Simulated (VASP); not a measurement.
# InSe3 (P4/mmm) in VASP: relaxation of cell and atoms with PBE

Aim: the relaxation of cell and atoms of InSe3 with PBE.

Everything below comes from runs of VASP 6.6.1. Logs are shortened: lines on timing, memory, paths and dates and some standing lists are left out, and cuts for length are marked.

**1. The cell of the first run**

The structure is tetragonal, space group P4/mmm (No. 123). The conventional cell has a = 4.984 Å, b = 4.984 Å, c = 3.563 Å, α = 90.00°, β = 90.00°, γ = 90.00°. Within 4.0 Å of In (site symmetry 4/mmm) lie 12 Se at 3.06 to 3.52 Å and 2 In at 3.56 Å. Se (site symmetry mmm) has 4 In at 3.06 Å and 10 Se at 3.06 to 3.56 Å within 4.0 Å. Within 4.0 Å of Se (site symmetry 4/mmm) lie 10 Se at 3.06 to 3.56 Å and 4 In at 3.52 Å.

**2. Relaxation of cell and atoms, PBE**

INCAR

```
SYSTEM = InSe3
PREC = Accurate ; ENCUT = 600
EDIFF = 1E-6 ; ISMEAR = 0
SIGMA = 0.1 ; LREAL = .FALSE.
LASPH = .TRUE. ; NELM = 80
ALGO = Normal ; ISIF = 3
LWAVE = .FALSE. ; LCHARG = .FALSE.
GGA = PE ; IBRION = 2
NSW = 100 ; EDIFFG = -0.01
```

KPOINTS

```
regular mesh
0
G
  10 10 14
  0 0 0
```

POSCAR

```
InSe3
1.0
    4.9842596949      0.0000000000      0.0000000000
    0.0000000000      4.9842596949      0.0000000000
    0.0000000000      0.0000000000      3.5632104896
In Se
1 3
Direct
    0.0000000000      0.0000000000      0.0000000000
    0.0000000000      0.5000000000      0.5000000000
    0.5000000000      0.0000000000      0.5000000000
    0.5000000000      0.5000000000      0.0000000000
```

Potentials or basis: VASP PAW PBE potentials, release 64 (In_d, Se).

Started as:

```bash
> cat potpaw_PBE.64/In_d/POTCAR potpaw_PBE.64/Se/POTCAR > POTCAR
> mpirun -np 1 vasp_std > vasp.out
```

OUTCAR:

```text
SYSTEM = InSe3
   PREC = Accurate
   ENCUT = 600
   EDIFF = 1E-6
   ISMEAR = 0
   LREAL = .FALSE.
   LASPH = .TRUE.
   NELM = 80
   ISIF = 3
   GGA = PE
   IBRION = 2
   NSW = 100
   EDIFFG = -0.01

 ion  position               nearest neighbor table
   1  0.000  0.000  0.000-   2 3.06   3 3.06   2 3.06   3 3.06   2 3.06   2 3.06   3 3.06   3 3.06

   2  0.000  0.500  0.500-   1 3.06   1 3.06   1 3.06   1 3.06
   3  0.500  0.000  0.500-   1 3.06   1 3.06   1 3.06   1 3.06
   4  0.500  0.500  0.000-

  LATTYP: Found a simple tetragonal cell.
 ALAT       =     4.9842596949
 C/A-ratio  =     0.7148926235

  Lattice vectors:

 A1 = (   4.9842596949,   0.0000000000,   0.0000000000)
 A2 = (   0.0000000000,   4.9842596949,   0.0000000000)
 A3 = (   0.0000000000,   0.0000000000,   3.5632104896)

Analysis of symmetry for initial positions (statically):
=====================================================================
 Subroutine PRICEL returns:
 Original cell was already a primitive cell.

 Routine SETGRP: Setting up the symmetry group for a
 simple tetragonal supercell.

 Subroutine GETGRP returns: Found 16 space group operations
 (whereof 16 operations were pure point group operations)
 out of a pool of 16 trial point group operations.

The static configuration has the point symmetry D_4h.

Analysis of symmetry for dynamics (positions and initial velocities):
=====================================================================
 Subroutine PRICEL returns:
 Original cell was already a primitive cell.

 Routine SETGRP: Setting up the symmetry group for a
 simple tetragonal supercell.

 Subroutine GETGRP returns: Found 16 space group operations
 (whereof 16 operations were pure point group operations)
 out of a pool of 16 trial point group operations.

The dynamic configuration has the point symmetry D_4h.

 Subroutine INISYM returns: Found 16 space group operations
 (whereof 16 operations are pure point group operations),
 and found     1 'primitive' translations

----------------------------------------------------------------------------------------

                                     Primitive cell

  volume of cell :      88.5203

  direct lattice vectors                    reciprocal lattice vectors
     4.984259695  0.000000000  0.000000000     0.200631601  0.000000000  0.000000000
     0.000000000  4.984259695  0.000000000     0.000000000  0.200631601  0.000000000
     0.000000000  0.000000000  3.563210490     0.000000000  0.000000000  0.280645784

  length of vectors
     4.984259695  4.984259695  3.563210490     0.200631601  0.200631601  0.280645784

  position of ions in fractional coordinates (direct lattice)
     0.000000000  0.000000000  0.000000000
     0.000000000  0.500000000  0.500000000
     0.500000000  0.000000000  0.500000000
     0.500000000  0.500000000  0.000000000

  ion indices of the primitive-cell ions
   primitive index   ion index
                 1           1
                 2           2
                 3           3
                 4           4

----------------------------------------------------------------------------------------

 KPOINTS: regular mesh

Automatic generation of k-mesh.
 Grid dimensions read from file:
 generate k-points for:   10   10   14

 Generating k-lattice:

  Cartesian coordinates                     Fractional coordinates (reciprocal lattice)
     0.020063160  0.000000000  0.000000000     0.100000000  0.000000000  0.000000000
     0.000000000  0.020063160  0.000000000     0.000000000  0.100000000  0.000000000
     0.000000000  0.000000000  0.020046127     0.000000000  0.000000000  0.071428571

  Length of vectors
     0.020063160  0.020063160  0.020046127

  Shift w.r.t. Gamma in fractional coordinates (k-lattice)
     0.000000000  0.000000000  0.000000000

 Subroutine IBZKPT returns following result:
 ===========================================

 Found    168 irreducible k-points:

 Following reciprocal coordinates:
            Coordinates               Weight
  0.000000  0.000000  0.000000      1.000000
  0.100000  0.000000  0.000000      4.000000
  0.200000  0.000000  0.000000      4.000000
  0.300000  0.000000  0.000000      4.000000
  0.400000  0.000000  0.000000      4.000000
  0.500000  0.000000  0.000000      2.000000
[... 16 lines left out ...]
  0.100000  0.000000  0.071429      8.000000
  0.200000  0.000000  0.071429      8.000000
 [... further k-points ...]
   k-points           NKPTS =    168   k-points in BZ     NKDIM =    168   number of bands    NBANDS=     19
   number of dos      NEDOS =    301   number of ions     NIONS =      4
   total plane-waves  NPLWV =  44800
   dimension x,y,z NGX =    40 NGY =   40 NGZ =   28
   dimension x,y,z NGXF=    80 NGYF=   80 NGZF=   56
   ions per type =               1   3
   NGX,Y,Z   is equivalent  to a cutoff of  13.34, 13.34, 13.06 a.u.
   NGXF,Y,Z  is equivalent  to a cutoff of  26.68, 26.68, 26.13 a.u.
 SYSTEM =  InSe3
   PREC   = accura    normal or accurate (medium, high low for compatibility)
   ISTART =      0    job   : 0-new  1-cont  2-samecut
   ICHARG =      2    charge: 1-file 2-atom 10-const
   ISPIN  =      1    spin polarized calculation?
   LNONCOLLINEAR =      F non collinear calculations
   LSORBIT =      F    spin-orbit coupling
   LASPH  =      T    aspherical Exc in radial PAW
   ENCUT  =  600.0 eV  44.10 Ry    6.64 a.u.   9.95  9.95  7.12*2*pi/ulx,y,z
   NELM   =     80;   NELMIN=  2; NELMDL= -5     # of ELM steps
   EDIFF  = 0.1E-05   stopping-criterion for ELM
   LREAL  =      F    real-space projection
   EDIFFG = -.1E-01   stopping-criterion for IOM
   NSW    =    100    number of steps for IOM
   IBRION =      2    ionic relax: 0-MD 1-quasi-New 2-CG
   NFREE  =      1    steps in history (QN), initial steepest desc. (CG)
   ISIF   =      3    stress and relaxation
   ISYM   =      2    0-nonsym 1-usesym 2-fastsym
   POTIM  = 0.5000    time-step for ionic-motion
   TEBEG  =    0.0;   TEEND  =   0.0 temperature during run
   PSTRESS=    0.0 pullay stress
   NELECT =      31.0000    total number of electrons
   NUPDOWN=      -1.0000    fix difference up-down
   EMIN   =  10.00;   EMAX   =-10.00  energy-range for DOS
   EFERMI =   0.00;   METHOD = LEGACY
   ISMEAR =     0;   SIGMA  =   0.10  broadening in eV -4-tet -1-fermi 0-gaus
   EFERMI_NEDOS =   21; number of points for ismear=-14 and -15
   IALGO  =     38    algorithm
   IMIX   =      4    mixing-type and parameters
     AMIX     =   0.40;   BMIX     =  1.00
     AMIX_MAG =   1.60;   BMIX_MAG =  1.00
  volume/ion in A,a.u.               =      22.13       149.34
  Fermi-wavevector in a.u.,A,eV,Ry     =   1.153934  2.180620 18.117037  1.331565
  Thomas-Fermi vector in A             =   2.290575
   LORBIT       =      0    0 simple, 1 ext, 2 COOP (PROOUT), +10 PAW based schemes
   GGA     = PE    functional components
   LHFCALC =     F    Hartree Fock is set to
   AEXX    =    0.0000 exact exchange contribution
   IVDW    =     0    specifies the selected vdW correction
   LEPSILON=     F    determine dielectric tensor
   LRPA    =     F    only Hartree local field effects (RPA)
 conjugate gradient relaxation of ions
 non-spin polarized calculation
 Gauss-broadening in eV      SIGMA  =   0.10
  energy-cutoff  :      600.00
  volume of cell :       88.52
 maximum number of plane-waves:      2984
 NGX is ok and might be reduce to    40
   NGX = 19   NGY = 19   NGZ = 15

 number of electron      31.0000004 magnetization

 Free energy of the ion-electron system (eV)
  ---------------------------------------------------
  ext. energy  EPLUGINS =         0.00000000
  ---------------------------------------------------
  free energy    TOTEN  =       -12.23997546 eV

  energy without entropy =      -12.23175632  energy(sigma->0) =      -12.23586589

 E-fermi :   5.7110     XC(G=0): -10.3902

 val. band max:        5.6952309218   @ k =   0.5000   0.0000   0.2857
 cond. band min:       5.7201177121   @ k =   0.3000   0.1000   0.5000
 fundamental gap:      0.0248867903
 Fermi energy:         5.7110099380

 k-point     1 :       0.0000    0.0000    0.0000
  band No.  band energies     occupation
      1      -9.2766      2.00000
      2      -8.7811      2.00000
      3      -8.7181      2.00000
      4      -8.5976      2.00000
      5      -8.5855      2.00000
      6      -8.5855      2.00000
[... 11 lines left out ...]
     18       7.8108      0.00000
     19      10.3734      0.00000

 k-point     2 :       0.1000    0.0000    0.0000
  band No.  band energies     occupation
      1      -9.2351      2.00000
      2      -8.7761      2.00000
      3      -8.7178      2.00000
      4      -8.5984      2.00000
      5      -8.5863      2.00000
      6      -8.5855      2.00000
[... 11 lines left out ...]
     18       7.8137      0.00000
     19      10.4726      0.00000

 k-point     3 :       0.2000    0.0000    0.0000
  band No.  band energies     occupation
      1      -9.1149      2.00000
      2      -8.7629      2.00000
      3      -8.7167      2.00000
      4      -8.6004      2.00000
      5      -8.5883      2.00000
      6      -8.5854      2.00000
[... 11 lines left out ...]
     18       7.8240      0.00000
     19      10.6344      0.00000

 k-point     4 :       0.3000    0.0000    0.0000
  band No.  band energies     occupation
      1      -8.9337      2.00000
      2      -8.7445      2.00000
      3      -8.7145      2.00000
      4      -8.6030      2.00000
      5      -8.5907      2.00000
      6      -8.5854      2.00000
[... 11 lines left out ...]
     18       7.8401      0.00000
     19      10.1209      0.00000

 k-point     5 :       0.4000    0.0000    0.0000
  band No.  band energies     occupation
      1      -8.7697      2.00000
      2      -8.7199      2.00000
      3      -8.6851      2.00000
      4      -8.6050      2.00000
      5      -8.5927      2.00000
      6      -8.5853      2.00000
[... 11 lines left out ...]
     18       7.8549      0.00000
     19       9.1757      0.00000

 k-point     6 :       0.5000    0.0000    0.0000
  band No.  band energies     occupation
      1      -8.7460      2.00000
      2      -8.7162      2.00000
      3      -8.6058      2.00000
      4      -8.6020      2.00000
      5      -8.5935      2.00000
      6      -8.5853      2.00000
[... 11 lines left out ...]
     18       7.8609      0.00000
     19       8.6144      0.00000

 k-point     7 :       0.1000    0.1000    0.0000
  band No.  band energies     occupation
      1      -9.1938      2.00000
      2      -8.7709      2.00000
      3      -8.7174      2.00000
      4      -8.5989      2.00000
      5      -8.5863      2.00000
      6      -8.5862      2.00000
[... 11 lines left out ...]
     18       7.6115      0.00000
     19      10.5037      0.00000

 k-point     8 :       0.2000    0.1000    0.0000
  band No.  band energies     occupation
      1      -9.0745      2.00000
      2      -8.7569      2.00000
      3      -8.7164      2.00000
      4      -8.5998      2.00000
      5      -8.5882      2.00000
      6      -8.5862      2.00000
[... 256 lines left out ...]
 k-point    20 :       0.5000    0.4000    0.0000
  band No.  band energies     occupation
      1      -8.7141      2.00000
      2      -8.6782      2.00000
      3      -8.6333      2.00000
      4      -8.5932      2.00000
      5      -8.5924      2.00000
      6      -7.8544      2.00000
[... 11 lines left out ...]
     18       7.7017      0.00000
     19       9.2958      0.00000

 k-point    21 :       0.5000    0.5000    0.0000
  band No.  band energies     occupation
      1      -8.7139      2.00000
      2      -8.6794      2.00000
      3      -8.6210      2.00000
      4      -8.5931      2.00000
      5      -8.5931      2.00000
      6      -7.5531      2.00000
[... 11 lines left out ...]
     18       8.1221      0.00000
     19       9.3575      0.00000

 k-point    22 :       0.0000    0.0000    0.0714
  band No.  band energies     occupation
      1      -9.2320      2.00000
      2      -8.7735      2.00000
      3      -8.7084      2.00000
      4      -8.5971      2.00000
      5      -8.5906      2.00000
      6      -8.5906      2.00000
[... 11 lines left out ...]
     18       7.6150      0.00000
     19      10.5520      0.00000

 k-point    23 :       0.1000    0.0000    0.0714
  band No.  band energies     occupation
      1      -9.1913      2.00000
      2      -8.7689      2.00000
      3      -8.7080      2.00000
      4      -8.5979      2.00000
      5      -8.5908      2.00000
      6      -8.5905      2.00000
[... 11 lines left out ...]
     18       7.6183      0.00000
     19      10.7174      0.00000

 k-point    24 :       0.2000    0.0000    0.0714
  band No.  band energies     occupation
      1      -9.0740      2.00000
      2      -8.7566      2.00000
      3      -8.7071      2.00000
      4      -8.5999      2.00000
      5      -8.5905      2.00000
      6      -8.5904      2.00000
[... 11 lines left out ...]
     18       7.6304      0.00000
     19      10.8435      0.00000

 [... further k-points ...]

------------------------ aborting loop because EDIFF is reached ----------------------------------------

  FORCE on cell =-STRESS in cart. coord.  units (eV):
  Direction    XX          YY          ZZ          XY          YZ          ZX
  --------------------------------------------------------------------------------------
  -------------------------------------------------------------------------------------
  Total        0.0054847      0.0054847     -0.0382053      0.0000000     -0.0000000      0.0000000
  in kB        0.0992709      0.0992709     -0.6914989      0.0000000     -0.0000000      0.0000000
  external PRESSURE =      -0.1643190 kB  Pullay stress =       0.0000000 kB

 VOLUME and BASIS-vectors are now :
 -----------------------------------------------------------------------------
  energy-cutoff  :      600.00
  volume of cell :       88.52
      direct lattice vectors                 reciprocal lattice vectors
     4.984259695  0.000000000  0.000000000     0.200631601  0.000000000  0.000000000
     0.000000000  4.984259695  0.000000000     0.000000000  0.200631601  0.000000000
     0.000000000  0.000000000  3.563210490     0.000000000  0.000000000  0.280645784

 POSITION                                       TOTAL-FORCE (eV/Angst)
 -----------------------------------------------------------------------------------
      0.00000      0.00000      0.00000         0.000000      0.000000      0.000000
      0.00000      2.49213      1.78161         0.000000      0.000000      0.000000
      2.49213      0.00000      1.78161         0.000000      0.000000      0.000000
      2.49213      2.49213      0.00000         0.000000      0.000000      0.000000
 -----------------------------------------------------------------------------------
    total drift:                                0.000000      0.000000     -0.000000

  FREE ENERGIE OF THE ION-ELECTRON SYSTEM (eV)
  ---------------------------------------------------
  free  energy   TOTEN  =       -12.2399754600 eV

  energy  without entropy=      -12.2317563160  energy(sigma->0) =      -12.23586589

 reached required accuracy - stopping structural energy minimisation
```

Wall time 1.7 min (1 thread of Intel Xeon 6975P-C (Granite Rapids), shared host); peak memory 0.45 GiB.

Results:

```
Free energy             : -12.2400 eV
Pressure after relaxing : 0.0 GPa
Band gap on the k mesh  : zero (an odd number of electrons rules out a gap without spin polarisation)
```

Final structure:
```xyz
4
Lattice="4.9843 0.0000 0.0000 0.0000 4.9843 0.0000 0.0000 0.0000 3.5632" Properties=species:S:1:pos:R:3 pbc="T T T"
In    0.0000    0.0000    0.0000
Se    0.0000    2.4921    1.7816
Se    2.4921    0.0000    1.7816
Se    2.4921    2.4921    0.0000
```

Caveat: spin-orbit coupling is left out, which moves the levels of the heavy elements.

The gap in the log of VASP goes by the Fermi energy; the results here count the filled bands.